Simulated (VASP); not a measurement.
A run of VASP 6.6.1 is set up as follows.

Contents of INCAR:

```
SYSTEM = Hg
PREC = Accurate
ENCUT = 520
EDIFF = 1E-7
ISMEAR = -1
SIGMA = 0.05
LREAL = .FALSE.
LASPH = .TRUE.
NELM = 60
ALGO = Normal
ISIF = 2
LWAVE = .FALSE.
LCHARG = .FALSE.
GGA = PS
NBANDS = 19
```

Contents of KPOINTS:

```
Automatic mesh
0
G
  12 12 12
  0 0 0
```

The input POSCAR:

```
Hg
1.0
    0.0000000000      2.4385322897      2.4385322897
    2.4385322897      0.0000000000      2.4385322897
    2.4385322897      2.4385322897      0.0000000000
Hg
2
Direct
   -0.1250000000     -0.1250000000     -0.1250000000
    0.1250000000      0.1250000000      0.1250000000
```

Potentials or basis: VASP PAW PBE potentials, release 64 (Hg).

Launch:

```bash
$ cat potpaw_PBE.64/Hg/POTCAR > POTCAR
$ mpirun -np 1 vasp_std > vasp.out
```

What does it give for the band gap on the k mesh?

Zero (bands 12 and 13 overlap by 11.61 eV).

Predict the pressure.

306.0 GPa.

Caveat: the cell stands under pressure; the PAW data sets were made with another functional, which shifts forces and pressure a little; spin-orbit coupling is left out, which moves the levels of the heavy elements.
